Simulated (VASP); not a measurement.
Li, 16 atoms in the cell. The typed cell holds 16 atoms: a = 7.094 Å, b = 7.094 Å, c = 7.094 Å, α = 90.00°, β = 90.00°, γ = 90.00°. 

- Program: VASP 6.6.1
- Task: single point
- Functional: PBE
- Dispersion: D3(BJ)
- Potentials or basis: VASP PAW PBE potentials, release 64 (Li_sv)
- Cutoff: 520 eV
- k mesh: 3 × 3 × 3
- Occupations: fermi-dirac, width 0.1 eV
- Spin: no spin polarisation
- Dipole correction: no
- Further INCAR settings: LREAL = Auto; ALGO = Normal; EDIFF = 1e-06; NBANDS = 38

Potentials or basis: VASP PAW PBE potentials, release 64 (Li_sv).

Launch:

```sh
$ cat potpaw_PBE.64/Li_sv/POTCAR > POTCAR
$ mpirun -np 1 vasp_std > vasp.out
```

Hardware: 1 thread of Intel(R) Xeon(R) Platinum 8259CL CPU @ 2.50GHz (Skylake/Cascade Lake), with other jobs on the host.

Problem. Estimate the wall time of this run.

Solution. It took 3.9 min on 1 thread of Intel(R) Xeon(R) Platinum 8259CL CPU @ 2.50GHz (Skylake/Cascade Lake), with other jobs on the host, peak memory 0.41 GiB. Counts: scf iterations 13, k points 14.
